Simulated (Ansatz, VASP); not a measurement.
# GaS2 in VASP and in Ansatz

```
Ga S
1.0
     3.59820    0.00000    0.00000
     0.00000    3.59820    0.00000
     0.00000    0.00000    4.87500
Ga S
1 2
Cartesian
  0.0000 0.0000 0.0000
  1.7991 1.7991 1.4223
  1.7991 1.7991 3.4527
```

Change from the starting cell: species swapped into the Ga2Cu type (P4/mmm, No. 123).

Alike in both runs: task relaxation of cell and atoms; functional PBE; k mesh 14 × 14 × 10; occupations gaussian, width 0.1 eV; no spin polarisation.

```csv
,VASP,Ansatz
version,VASP 6.6.1,Ansatz 0.2.0
potentials or method,"VASP PAW PBE potentials, release 64 (Ga_d, S), cutoff 600 eV","scalar-relativistic, plane waves, PAW"
valence electrons in the cell,25,25
```

Ansatz gave:

```
gap on the k mesh at the Fermi level, each at its own relaxed structure (eV) : none
relaxed volume (Å³/atom)                                                     : 21.47
relaxed cell length with the largest relative difference (Å)                 : 3.644
```

Problem. Which values does VASP return?

Solution. gap on the k mesh at the Fermi level, each at its own relaxed structure (eV): none; relaxed volume (Å³/atom): 21.49; relaxed cell length with the largest relative difference (Å): 3.646.

A gap of «none» marks a metal or a gap that the smearing closes.
